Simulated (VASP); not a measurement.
# Zr2Si4GePd (F-43m) in VASP: a series of runs

The runs below take Zr2Si4GePd through single point, with PBE.

Program: VASP 6.6.1. These are calculated values, not measurements. Logs are shortened: lines on timing, memory, paths and dates and some standing lists are left out, and cuts for length are marked.

## (1) The cell of the first run

The structure is cubic, space group F-43m (No. 216). Conventional cell: a = 10.603 Å, b = 10.603 Å, c = 10.603 Å, α = 90.00°, β = 90.00°, γ = 90.00°. Within 3.2 Å of Zr (site symmetry -43m) lie 4 Si at 2.43 Å. Zr (site symmetry -43m) has 12 Si at 4.37 Å and 4 Ge at 4.59 Å and 4 Pd at 4.59 Å and 6 Zr at 5.30 Å within 5.7 Å. Within 2.9 Å of Si (site symmetry 3m) lie 1 Pd at 2.16 Å and 1 Zr at 2.43 Å. Within 5.8 Å of Ge (site symmetry -43m) lie 12 Si at 4.42 Å and 8 Zr at 4.59 Å and 6 Pd at 5.30 Å. Pd (site symmetry -43m) has 4 Si at 2.16 Å within 2.9 Å.

The cell was generated, and may not be a known phase.

## (2) Single point, PBE

Contents of INCAR:

```
ALGO = Normal ; EDIFF = 1E-6
ENCUT = 500 ; GGA = PE
GGA_COMPAT = False ; ISIF = 2
ISMEAR = 0 ; LASPH = True
LCHARG = True ; LELF = True
LREAL = False ; LVHAR = True
LWAVE = False ; NBANDS = 42
NELM = 120 ; PREC = Accurate
SIGMA = 0.2
```

Contents of KPOINTS:

```
k-points
0
Gamma
  4 4 4
```

Contents of POSCAR:

```
Zr2Si4GePd
1.0
    0.0000000000      5.3012878858      5.3012878858
    5.3012878858      0.0000000000      5.3012878858
    5.3012878858      5.3012878858      0.0000000000
Zr Si Ge Pd
2 4 1 1
Direct
    0.7500000000      0.7500000000      0.7500000000
    0.2500000000      0.2500000000      0.2500000000
    0.8822378552      0.8822378552      0.8822378552
    0.8822378552      0.8822378552      0.3532864344
    0.8822378552      0.3532864344      0.8822378552
    0.3532864344      0.8822378552      0.8822378552
    0.5000000000      0.5000000000      0.5000000000
    0.0000000000      0.0000000000      0.0000000000
```

Potentials or basis: VASP PAW PBE potentials, release 64 (Zr_sv, Si, Ge_d, Pd).

On the command line:

```console
$ cat potpaw_PBE.64/Zr_sv/POTCAR potpaw_PBE.64/Si/POTCAR potpaw_PBE.64/Ge_d/POTCAR potpaw_PBE.64/Pd/POTCAR > POTCAR
$ mpirun -np 1 vasp_std > vasp.out
```

OUTCAR:

```text
EDIFF = 1E-6
   ENCUT = 500
   GGA = PE
   ISIF = 2
   ISMEAR = 0
   LASPH = True
   LREAL = False
   NELM = 120
   PREC = Accurate

 ion  position               nearest neighbor table
   1  0.750  0.750  0.750-   4 2.43   5 2.43   6 2.43   3 2.43
   2  0.250  0.250  0.250-
   3  0.882  0.882  0.882-   8 2.16   1 2.43
   4  0.882  0.882  0.353-   8 2.16   1 2.43
   5  0.882  0.353  0.882-   8 2.16   1 2.43
   6  0.353  0.882  0.882-   8 2.16   1 2.43
   7  0.500  0.500  0.500-
   8  0.000  0.000  0.000-   3 2.16   4 2.16   5 2.16   6 2.16

  LATTYP: Found a face centered cubic cell.
 ALAT       =    10.6025757716

  Lattice vectors:

 A1 = (   0.0000000000,   5.3012878858,   5.3012878858)
 A2 = (   5.3012878858,   0.0000000000,   5.3012878858)
 A3 = (   5.3012878858,   5.3012878858,   0.0000000000)

Analysis of symmetry for initial positions (statically):
=====================================================================
 Subroutine PRICEL returns:
 Original cell was already a primitive cell.

 Routine SETGRP: Setting up the symmetry group for a
 face centered cubic supercell.

 Subroutine GETGRP returns: Found 24 space group operations
 (whereof 24 operations were pure point group operations)
 out of a pool of 48 trial point group operations.

The static configuration has the point symmetry T_d .

Analysis of symmetry for dynamics (positions and initial velocities):
=====================================================================
 Subroutine PRICEL returns:
 Original cell was already a primitive cell.

 Routine SETGRP: Setting up the symmetry group for a
 face centered cubic supercell.

 Subroutine GETGRP returns: Found 24 space group operations
 (whereof 24 operations were pure point group operations)
 out of a pool of 48 trial point group operations.

The dynamic configuration has the point symmetry T_d .

 Subroutine INISYM returns: Found 24 space group operations
 (whereof 24 operations are pure point group operations),
 and found     1 'primitive' translations

----------------------------------------------------------------------------------------

                                     Primitive cell

  volume of cell :     297.9711

  direct lattice vectors                    reciprocal lattice vectors
     0.000000000  5.301287886  5.301287886    -0.094316704  0.094316704  0.094316704
     5.301287886  0.000000000  5.301287886     0.094316704 -0.094316704  0.094316704
     5.301287886  5.301287886  0.000000000     0.094316704  0.094316704 -0.094316704

  length of vectors
     7.497153226  7.497153226  7.497153226     0.163361323  0.163361323  0.163361323

  position of ions in fractional coordinates (direct lattice)
     0.750000000  0.750000000  0.750000000
     0.250000000  0.250000000  0.250000000
     0.882237855  0.882237855  0.882237855
     0.882237855  0.882237855  0.353286434
     0.882237855  0.353286434  0.882237855
     0.353286434  0.882237855  0.882237855
     0.500000000  0.500000000  0.500000000
     0.000000000  0.000000000  0.000000000

  ion indices of the primitive-cell ions
   primitive index   ion index
                 1           1
                 2           2
                 3           3
                 4           4
                 5           5
                 6           6
                 7           7
                 8           8

----------------------------------------------------------------------------------------

 KPOINTS: k-points

Automatic generation of k-mesh.
 Grid dimensions read from file:
 generate k-points for:    4    4    4

 Generating k-lattice:

  Cartesian coordinates                     Fractional coordinates (reciprocal lattice)
    -0.023579176  0.023579176  0.023579176     0.250000000  0.000000000  0.000000000
     0.023579176 -0.023579176  0.023579176     0.000000000  0.250000000  0.000000000
     0.023579176  0.023579176 -0.023579176     0.000000000  0.000000000  0.250000000

  Length of vectors
     0.040840331  0.040840331  0.040840331

  Shift w.r.t. Gamma in fractional coordinates (k-lattice)
     0.000000000  0.000000000  0.000000000

 Subroutine IBZKPT returns following result:
 ===========================================

 Found      8 irreducible k-points:

 Following reciprocal coordinates:
            Coordinates               Weight
  0.000000  0.000000  0.000000      1.000000
  0.250000  0.000000  0.000000      8.000000
  0.500000  0.000000  0.000000      4.000000
  0.250000  0.250000  0.000000      6.000000
  0.500000  0.250000  0.000000     24.000000
 -0.250000  0.250000  0.000000     12.000000
  0.500000  0.500000  0.000000      3.000000
 -0.250000  0.500000  0.250000      6.000000
   k-points           NKPTS =      8   k-points in BZ     NKDIM =      8   number of bands    NBANDS=     42
   number of dos      NEDOS =    301   number of ions     NIONS =      8
   total plane-waves  NPLWV = 175616
   dimension x,y,z NGX =    56 NGY =   56 NGZ =   56
   dimension x,y,z NGXF=   112 NGYF=  112 NGZF=  112
   ions per type =               2   4   1   1
   NGX,Y,Z   is equivalent  to a cutoff of  12.42, 12.42, 12.42 a.u.
   NGXF,Y,Z  is equivalent  to a cutoff of  24.84, 24.84, 24.84 a.u.
 SYSTEM =  unknown system
   PREC   = accura    normal or accurate (medium, high low for compatibility)
   ISTART =      0    job   : 0-new  1-cont  2-samecut
   ICHARG =      2    charge: 1-file 2-atom 10-const
   ISPIN  =      1    spin polarized calculation?
   LNONCOLLINEAR =      F non collinear calculations
   LSORBIT =      F    spin-orbit coupling
   LASPH  =      T    aspherical Exc in radial PAW
   ENCUT  =  500.0 eV  36.75 Ry    6.06 a.u.  13.67 13.67 13.67*2*pi/ulx,y,z
   NELM   =    120;   NELMIN=  2; NELMDL= -5     # of ELM steps
   EDIFF  = 0.1E-05   stopping-criterion for ELM
   LREAL  =      F    real-space projection
   EDIFFG = 0.1E-04   stopping-criterion for IOM
   NSW    =      0    number of steps for IOM
   IBRION =     -1    ionic relax: 0-MD 1-quasi-New 2-CG
   NFREE  =      0    steps in history (QN), initial steepest desc. (CG)
   ISIF   =      2    stress and relaxation
   ISYM   =      2    0-nonsym 1-usesym 2-fastsym
   POTIM  = 0.5000    time-step for ionic-motion
   TEBEG  =    0.0;   TEEND  =   0.0 temperature during run
   PSTRESS=    0.0 pullay stress
   NELECT =      64.0000    total number of electrons
   NUPDOWN=      -1.0000    fix difference up-down
   EMIN   =  10.00;   EMAX   =-10.00  energy-range for DOS
   EFERMI =   0.00;   METHOD = LEGACY
   ISMEAR =     0;   SIGMA  =   0.20  broadening in eV -4-tet -1-fermi 0-gaus
   EFERMI_NEDOS =   21; number of points for ismear=-14 and -15
   IALGO  =     38    algorithm
   IMIX   =      4    mixing-type and parameters
     AMIX     =   0.40;   BMIX     =  1.00
     AMIX_MAG =   1.60;   BMIX_MAG =  1.00
  volume/ion in A,a.u.               =      37.25       251.35
  Fermi-wavevector in a.u.,A,eV,Ry     =   0.980415  1.852716 13.078114  0.961214
  Thomas-Fermi vector in A             =   2.111344
   LORBIT       =      0    0 simple, 1 ext, 2 COOP (PROOUT), +10 PAW based schemes
   GGA     = PE    functional components
   LHFCALC =     F    Hartree Fock is set to
   AEXX    =    0.0000 exact exchange contribution
   IVDW    =     0    specifies the selected vdW correction
   LEPSILON=     F    determine dielectric tensor
   LRPA    =     F    only Hartree local field effects (RPA)
 non-spin polarized calculation
 Gauss-broadening in eV      SIGMA  =   0.20
  energy-cutoff  :      500.00
  volume of cell :      297.97
 maximum number of plane-waves:      7631
 NGX is ok and might be reduce to    56
   NGX = 27   NGY = 27   NGZ = 27

 number of electron      64.0000006 magnetization

 Free energy of the ion-electron system (eV)
  ---------------------------------------------------
  ext. energy  EPLUGINS =         0.00000000
  ---------------------------------------------------
  free energy    TOTEN  =       -35.18968029 eV

  energy without entropy =      -34.99896762  energy(sigma->0) =      -35.09432395

 E-fermi :   2.1894     XC(G=0):  -7.8182

 val. band max:        2.1390046250   @ k =   0.5000   0.2500   0.0000
 cond. band min:       2.2867435286   @ k =   0.5000   0.2500   0.0000
 fundamental gap:      0.1477389036
 Fermi energy:         2.1894039487

 k-point     1 :       0.0000    0.0000    0.0000
  band No.  band energies     occupation
      1     -48.8066      2.00000
      2     -45.8275      2.00000
      3     -26.7421      2.00000
      4     -26.7421      2.00000
      5     -26.7421      2.00000
      6     -24.0420      2.00000
[... 34 lines left out ...]
     41       3.0525      0.00000
     42       4.1183      0.00000

 k-point     2 :       0.2500    0.0000    0.0000
  band No.  band energies     occupation
      1     -48.8066      2.00000
      2     -45.8275      2.00000
      3     -26.7421      2.00000
      4     -26.7421      2.00000
      5     -26.7421      2.00000
      6     -24.0420      2.00000
[... 34 lines left out ...]
     41       3.5725      0.00000
     42       4.1186      0.00000

 k-point     3 :       0.5000    0.0000    0.0000
  band No.  band energies     occupation
      1     -48.8066      2.00000
      2     -45.8275      2.00000
      3     -26.7421      2.00000
      4     -26.7421      2.00000
      5     -26.7421      2.00000
      6     -24.0420      2.00000
[... 177 lines left out ...]
      4     -26.7421      2.00000
      5     -26.7421      2.00000
      6     -24.0420      2.00000
[... 34 lines left out ...]
     41       3.3843      0.00000
     42       3.3908      0.00000

 k-point     8 :      -0.2500    0.5000    0.2500
  band No.  band energies     occupation
      1     -48.8066      2.00000
      2     -45.8275      2.00000
      3     -26.7421      2.00000
      4     -26.7421      2.00000
      5     -26.7421      2.00000
      6     -24.0420      2.00000
[... 34 lines left out ...]
     41       3.7894      0.00000
     42       3.8575      0.00000

------------------------ aborting loop because EDIFF is reached ----------------------------------------

  FORCE on cell =-STRESS in cart. coord.  units (eV):
  Direction    XX          YY          ZZ          XY          YZ          ZX
  --------------------------------------------------------------------------------------
  -------------------------------------------------------------------------------------
  Total       -0.0451298     -0.0451298     -0.0451298      0.0000000     -0.0000000      0.0000000
  in kB       -0.2426607     -0.2426607     -0.2426607      0.0000000     -0.0000000      0.0000000
  external PRESSURE =      -0.2426607 kB  Pullay stress =       0.0000000 kB

 VOLUME and BASIS-vectors are now :
 -----------------------------------------------------------------------------
  energy-cutoff  :      500.00
  volume of cell :      297.97
      direct lattice vectors                 reciprocal lattice vectors
     0.000000000  5.301287886  5.301287886    -0.094316704  0.094316704  0.094316704
     5.301287886  0.000000000  5.301287886     0.094316704 -0.094316704  0.094316704
     5.301287886  5.301287886  0.000000000     0.094316704  0.094316704 -0.094316704

 POSITION                                       TOTAL-FORCE (eV/Angst)
 -----------------------------------------------------------------------------------
      7.95193      7.95193      7.95193        -0.000000     -0.000000     -0.000000
      2.65064      2.65064      2.65064        -0.000000     -0.000000     -0.000000
      9.35399      9.35399      9.35399        -0.031126     -0.031126     -0.031126
      6.54987      6.54987      9.35399         0.031126      0.031126     -0.031126
      6.54987      9.35399      6.54987         0.031126     -0.031126      0.031126
      9.35399      6.54987      6.54987        -0.031126      0.031126      0.031126
      5.30129      5.30129      5.30129        -0.000000     -0.000000     -0.000000
      0.00000      0.00000      0.00000        -0.000000     -0.000000     -0.000000
 -----------------------------------------------------------------------------------
    total drift:                                0.000001      0.000001      0.000001

  FREE ENERGIE OF THE ION-ELECTRON SYSTEM (eV)
  ---------------------------------------------------
  free  energy   TOTEN  =       -35.1896802879 eV

  energy  without entropy=      -34.9989676184  energy(sigma->0) =      -35.09432395
```

It took 2.2 min on 1 thread of Intel Xeon 6975P-C (Granite Rapids), shared host; peak memory 0.48 GiB.

What came out:

```
Free energy            : -35.1897 eV
Pressure               : 0.0 GPa
Largest force          : 0.054 eV/Å
Band gap on the k mesh : zero (bands 32 and 33 overlap by 0.05 eV)
```

Forces in eV/Å, atoms in the order of the input:
```
Zr   0.000  0.000  0.000
Zr   0.000  0.000  0.000
Si  -0.031 -0.031 -0.031
Si   0.031  0.031 -0.031
Si   0.031 -0.031  0.031
Si  -0.031  0.031  0.031
Ge   0.000  0.000  0.000
Pd   0.000  0.000  0.000
```

Levels at points of the mesh, in eV from the Fermi level:
```tsv
k point	band 28	band 29	band 30	band 31	band 32	band 33	band 34	band 35	band 36	band 37
(0.00, 0.00, 0.00)	-1.09	-1.09	-0.17	-0.17	-0.17	-0.10	0.19	0.19	0.19	0.51
(0.50, 0.00, 0.00)	-1.07	-1.07	-0.45	-0.45	-0.16	0.15	0.27	0.27	0.44	0.44
(0.50, 0.50, 0.00)	-1.01	-0.56	-0.37	-0.37	-0.22	0.12	0.29	0.48	0.52	0.52
```

## (3) Single point, PBE

This run uses another cell than the first one, of 38.76 Å³/atom.

Contents of INCAR:

```
ALGO = Normal
EDIFF = 1E-6
ENCUT = 500
GGA = PE
GGA_COMPAT = False
ISIF = 2
ISMEAR = 0
LASPH = True
LCHARG = True
LELF = True
LREAL = False
LVHAR = True
LWAVE = False
NBANDS = 42
NELM = 120
PREC = Accurate
SIGMA = 0.2
```

KPOINTS is that of step 2.

Contents of POSCAR:

```
Zr2Si4GePd
1.0
    0.0000000000      5.3720505521      5.3720505521
    5.3720505521      0.0000000000      5.3720505521
    5.3720505521      5.3720505521      0.0000000000
Zr Si Ge Pd
2 4 1 1
Direct
    0.2500000000      0.2500000000      0.2500000000
    0.0000000000      0.0000000000      0.0000000000
    0.3794975769      0.3794975769      0.3794975769
    0.3794975769      0.3794975769      0.8615072694
    0.3794975769      0.8615072694      0.3794975769
    0.8615072694      0.3794975769      0.3794975769
    0.5000000000      0.5000000000      0.5000000000
    0.7500000000      0.7500000000      0.7500000000
```

Potentials or basis: VASP PAW PBE potentials, release 64 (Zr_sv, Si, Ge_d, Pd).

On the command line:

```console
$ cat potpaw_PBE.64/Zr_sv/POTCAR potpaw_PBE.64/Si/POTCAR potpaw_PBE.64/Ge_d/POTCAR potpaw_PBE.64/Pd/POTCAR > POTCAR
$ mpirun -np 1 vasp_std > vasp.out
```

OUTCAR:

```text
EDIFF = 1E-6
   ENCUT = 500
   GGA = PE
   ISIF = 2
   ISMEAR = 0
   LASPH = True
   LREAL = False
   NELM = 120
   PREC = Accurate

 ion  position               nearest neighbor table
   1  0.250  0.250  0.250-   4 2.41   5 2.41   6 2.41   3 2.41
   2  0.000  0.000  0.000-
   3  0.379  0.379  0.379-   7 2.24   1 2.41
   4  0.379  0.379  0.862-   7 2.24   1 2.41
   5  0.379  0.862  0.379-   7 2.24   1 2.41
   6  0.862  0.379  0.379-   7 2.24   1 2.41
   7  0.500  0.500  0.500-   3 2.24   4 2.24   5 2.24   6 2.24
   8  0.750  0.750  0.750-

  LATTYP: Found a face centered cubic cell.
 ALAT       =    10.7441011042

  Lattice vectors:

 A1 = (   0.0000000000,   5.3720505521,   5.3720505521)
 A2 = (   5.3720505521,   0.0000000000,   5.3720505521)
 A3 = (   5.3720505521,   5.3720505521,   0.0000000000)

Analysis of symmetry for initial positions (statically):
=====================================================================
[... 170 lines left out ...]
 cond. band min:       1.8086137090   @ k =   0.5000   0.0000   0.0000
 fundamental gap:      0.0775907292
 Fermi energy:         1.7769779047

 k-point     1 :       0.0000    0.0000    0.0000
  band No.  band energies     occupation
      1     -49.2128      2.00000
      2     -46.2388      2.00000
      3     -27.1505      2.00000
      4     -27.1505      2.00000
      5     -27.1505      2.00000
      6     -24.4520      2.00000
[... 349 lines left out ...]
     41       3.1586      0.00000
     42       4.2962      0.00000

------------------------ aborting loop because EDIFF is reached ----------------------------------------

  FORCE on cell =-STRESS in cart. coord.  units (eV):
  Direction    XX          YY          ZZ          XY          YZ          ZX
  --------------------------------------------------------------------------------------
  -------------------------------------------------------------------------------------
  Total       -0.1282467     -0.1282467     -0.1282467      0.0000000      0.0000000      0.0000000
  in kB       -0.6626841     -0.6626841     -0.6626841      0.0000000      0.0000000      0.0000000
  external PRESSURE =      -0.6626841 kB  Pullay stress =       0.0000000 kB

 VOLUME and BASIS-vectors are now :
 -----------------------------------------------------------------------------
  energy-cutoff  :      500.00
  volume of cell :      310.06
      direct lattice vectors                 reciprocal lattice vectors
     0.000000000  5.372050552  5.372050552    -0.093074329  0.093074329  0.093074329
     5.372050552  0.000000000  5.372050552     0.093074329 -0.093074329  0.093074329
     5.372050552  5.372050552  0.000000000     0.093074329  0.093074329 -0.093074329

 POSITION                                       TOTAL-FORCE (eV/Angst)
 -----------------------------------------------------------------------------------
      2.68603      2.68603      2.68603        -0.000000     -0.000000     -0.000000
      0.00000      0.00000      0.00000        -0.000000     -0.000000     -0.000000
      4.07736      4.07736      4.07736        -0.005890     -0.005890     -0.005890
      6.66674      6.66674      4.07736         0.005890      0.005890     -0.005890
      6.66674      4.07736      6.66674         0.005890     -0.005890      0.005890
      4.07736      6.66674      6.66674        -0.005890      0.005890      0.005890
      5.37205      5.37205      5.37205        -0.000000     -0.000000     -0.000000
      8.05808      8.05808      8.05808        -0.000000     -0.000000     -0.000000
 -----------------------------------------------------------------------------------
    total drift:                               -0.000000     -0.000000     -0.000001

  FREE ENERGIE OF THE ION-ELECTRON SYSTEM (eV)
  ---------------------------------------------------
  free  energy   TOTEN  =       -33.6886762274 eV

  energy  without entropy=      -33.4660308797  energy(sigma->0) =      -33.57735355
```

stdout:

```text
POSCAR found type information on POSCAR ZrSiGePd
 POSCAR found :  4 types and       8 ions
 scaLAPACK will be used
 LDA part: xc-table for (Slater+PW92), standard interpolation
 POSCAR, INCAR and KPOINTS ok, starting setup
 FFT: planning ... GRIDC
 FFT: planning ... GRID_SOFT
 FFT: planning ... GRID
 WAVECAR not read
 entering main loop
```

Wall time 2.5 min (1 thread of Intel Xeon 6975P-C (Granite Rapids), shared host); peak memory 0.48 GiB.

Results:

```yaml
Free_energy: -33.6887 eV
Pressure: -0.1 GPa
Largest_force: 0.010 eV/Å
Band_gap_on_the_k_mesh: zero (bands 32 and 33 overlap by 0.22 eV)
```

Forces in eV/Å, atoms in the order of the input:
```
Zr   0.000  0.000  0.000
Zr   0.000  0.000  0.000
Si  -0.006 -0.006 -0.006
Si   0.006  0.006 -0.006
Si   0.006 -0.006  0.006
Si  -0.006  0.006  0.006
Ge   0.000  0.000  0.000
Pd   0.000  0.000  0.000
```

Levels at points of the mesh, in eV from the Fermi level:
```
           k point  band 29  band 30  band 31  band 32  band 33  band 34  band 35  band 36
(0.00, 0.00, 0.00)    -0.55    -0.55    -0.42    -0.42     0.38     0.38     0.46     0.46
(0.50, 0.00, 0.00)    -0.60    -0.40    -0.40     0.03     0.03     0.05     0.49     0.49
(0.50, 0.50, 0.00)    -0.53    -0.52    -0.47    -0.34     0.15     0.23     0.23     0.27
```

The gap in the log of VASP goes by the Fermi energy; the results here count the filled bands.